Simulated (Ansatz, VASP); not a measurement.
# Si: VASP beside Ansatz

INCAR

```
SYSTEM = Si
ALGO = Normal
EDIFF = 1E-6
ENCUT = 500
GGA = PE
GGA_COMPAT = .False.
ISIF = 2
ISMEAR = -1
LASPH = .True.
LCHARG = .True.
LELF = .True.
LREAL = .False.
LVHAR = .True.
LWAVE = .False.
NBANDS = 11
NELM = 120
PREC = Accurate
SIGMA = 0.05
```

File KPOINTS:

```
k-points
0
Gamma
  3 3 3
  0 0 0
```

Contents of POSCAR:

```
Si
1.0
    0.0000000000      2.7000000000      2.7000000000
    2.7000000000      0.0000000000      2.7000000000
    2.7000000000      2.7000000000      0.0000000000
Si
2
Direct
    0.0000000000      0.0000000000      0.0000000000
    0.2298709405      0.2298709405      0.2298709405
```

Input for Ansatz:

```yaml
crystal:
  atoms:
  - position: [0.0, 0.0, 0.0]
    symbol: Si
  - position: [0.22987094051068435, 0.22987094051068435, 0.22987094051068435]
    symbol: Si
  lattice:
  - [0.0, 2.7, 2.7]
  - [2.7, 0.0, 2.7]
  - [2.7, 2.7, 0.0]
hamiltonian:
  dispersion: none
  pseudopotentials:
    kind: all_electron
    lapw:
      basis_error: 0.025 meV
      muffin_tin_radii: {Si: 1.0372}
    relativity: none
  xc: pbe
kpoints:
  mp_grid:
    grid: [3, 3, 3]
    shift: [0, 0, 0]
magnetization: {spin_polarized: false}
output: {forces: true, stress: true}
scf:
  convergence: {dr2_threshold: 1e-10 eV}
  lower_state_search: 'off'
  max_iter: 200
  occupations: {method: fermi_dirac, width: 0.05}
```

Alike in both runs: task single point; functional PBE; k mesh 3 × 3 × 3; occupations fermi-dirac, width 0.05 eV; no spin polarisation.

|  | VASP | Ansatz |
| --- | --- | --- |
| version | VASP 6.6.1 | Ansatz 0.2 development build |
| potentials or method | VASP PAW PBE potentials, release 64 (Si), cutoff 500 eV | all-electron full-potential LAPW, non-relativistic |

|  | VASP | Ansatz | Ansatz less VASP |
| --- | --- | --- | --- |
| pressure (GPa) | 6.9 | 7.1 | +0.14 |
| traceless stress, the component that is largest in VASP (GPa) | 6.68 | 6.72 | +0.044 |
| rms of the force components (eV/Å) | 1.912 | 1.937 | +0.0253 |

Atom by atom the forces differ by 0.025 eV/Å (rms over components). Ansatz ran all-electron here, and VASP with PAW potentials.

The k mesh is coarse, so the values compare programs but aren't converged.
